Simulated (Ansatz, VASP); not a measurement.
TiAl3 in VASP and in Ansatz

INCAR

```
PREC = Accurate ; ENCUT = 520
EDIFF = 1E-6 ; ISMEAR = 0
SIGMA = 0.1 ; LREAL = False
LASPH = True ; NELM = 150
ALGO = Fast ; ISIF = 2
LWAVE = False ; LCHARG = False
ISPIN = 2 ; MAGMOM = 1 1 0 0 0 0 0 0
LORBIT = 11 ; LMAXMIX = 4
GGA = PE ; NBANDS = 35
```

File KPOINTS:

```
Automatic mesh
0
Gamma
  6 6 4
```

File POSCAR:

```
TiAl3
1.0
    5.5765835000      0.0000000000      0.0000000000
   -2.7882917000      4.8294629000      0.0000000000
    0.0000000000      0.0000000000      4.7158581000
Ti Al
2 6
Direct
    0.3333333000      0.6666667000      0.7500000000
    0.6666667000      0.3333333000      0.2500000000
    0.8342435000      0.6684870000      0.7500000000
    0.1657565000      0.3315130000      0.2500000000
    0.3315130000      0.1657565000      0.7500000000
    0.6684870000      0.8342435000      0.2500000000
    0.1657565000      0.8342435000      0.2500000000
    0.8342435000      0.1657565000      0.7500000000
```

Input for Ansatz:

```yaml
crystal:
  lattice:
    - [5.5765835, 0.0, 0.0]
    - [-2.7882917, 4.8294629, 0.0]
    - [0.0, 0.0, 4.7158581]
  atoms:
    - { symbol: Ti, position: [0.3333333, 0.6666667, 0.75], spin: 1.0 }
    - { symbol: Ti, position: [0.6666667, 0.3333333, 0.25], spin: 1.0 }
    - { symbol: Al, position: [0.8342435, 0.668487, 0.75] }
    - { symbol: Al, position: [0.1657565, 0.331513, 0.25] }
    - { symbol: Al, position: [0.331513, 0.1657565, 0.75] }
    - { symbol: Al, position: [0.668487, 0.8342435, 0.25] }
    - { symbol: Al, position: [0.1657565, 0.8342435, 0.25] }
    - { symbol: Al, position: [0.8342435, 0.1657565, 0.75] }
basis:
  ecutwfc: 420
kpoints:
  mp_grid: { grid: [6, 6, 4] }
hamiltonian:
  xc: pbe
scf:
  occupations: { method: gaussian, width: 0.1 }
  lower_state_search: "off"
output:
  forces: true
  stress: true
  eigenvalues: true
  populations: true
magnetization:
  spin_polarized: true
```

Alike in both runs: task single point; functional PBE; k mesh 6 × 6 × 4; occupations gaussian, width 0.1 eV; collinear spin.

```csv
,VASP,Ansatz
version,VASP 6.6.1,Ansatz 0.2.0
potentials or method,"VASP PAW PBE potentials, release 64 (Ti_sv, Al), cutoff 520 eV","scalar-relativistic, plane waves, PAW"
valence electrons in the cell,42,42
```

VASP gave:

* gap on the k mesh at the Fermi level (eV): none
* pressure (GPa): 0.0
* traceless stress, the component that is largest in VASP (GPa): 0.63
* rms of the force components (eV/Å): 0.046
* net moment per atom (μB): 0.00

Question: Which values does Ansatz return?

Answer: gap on the k mesh at the Fermi level (eV): none; pressure (GPa): 0.0; traceless stress, the component that is largest in VASP (GPa): 0.63; rms of the force components (eV/Å): 0.047; net moment per atom (μB): 0.00.

Atom by atom the forces differ by 0.001 eV/Å (rms over components). A gap of «none» marks a metal or a gap that the smearing closes. The functional is the same, so the differences come from potentials, cutoffs and numerics. Ansatz's warnings: seeded moment not kept.
